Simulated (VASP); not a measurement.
Here is a VASP 6.6.1 calculation.

INCAR

```
PREC = Accurate
ENCUT = 520
EDIFF = 1E-7
ISMEAR = -1
SIGMA = 0.02
LREAL = False
LASPH = True
NELM = 80
ALGO = Normal
ISIF = 2
LWAVE = False
LCHARG = True
GGA = PE
LELF = True
LVHAR = True
NBANDS = 16
```

The input KPOINTS:

```
regular mesh
0
Gamma
  8 8 8
```

File POSCAR:

```
AgCl
1.0
    0.0674977016      2.9932461898      2.9932461898
    2.9932461898      0.0674977016      2.9932461898
    3.0607438914      3.0607438914      0.0000000000
Ag Cl
1 1
Direct
    0.0076236992      0.0076236992     -0.0076236992
    0.2423763008      0.2423763008      0.2576236992
```

Potentials or basis: VASP PAW PBE potentials, release 64 (Ag, Cl).

Run with:

```console
$ cat potpaw_PBE.64/Ag/POTCAR potpaw_PBE.64/Cl/POTCAR > POTCAR
$ mpirun -np 1 vasp_std > vasp.out
```

Problem. Predict the band gap on the k mesh.

Solution. 1.21 eV.

Problem. Predict the pressure.

Solution. 1.0 GPa.

Stress tensor (GPa, compression positive):
```
 1.01 -0.18  0.00
-0.18  1.01  0.00
 0.00  0.00  1.02
```

Caveat: the cell differs from its parent crystal (shear xy strain +4.5%); the structure was generated, so it needn't be the stable form of AgCl.
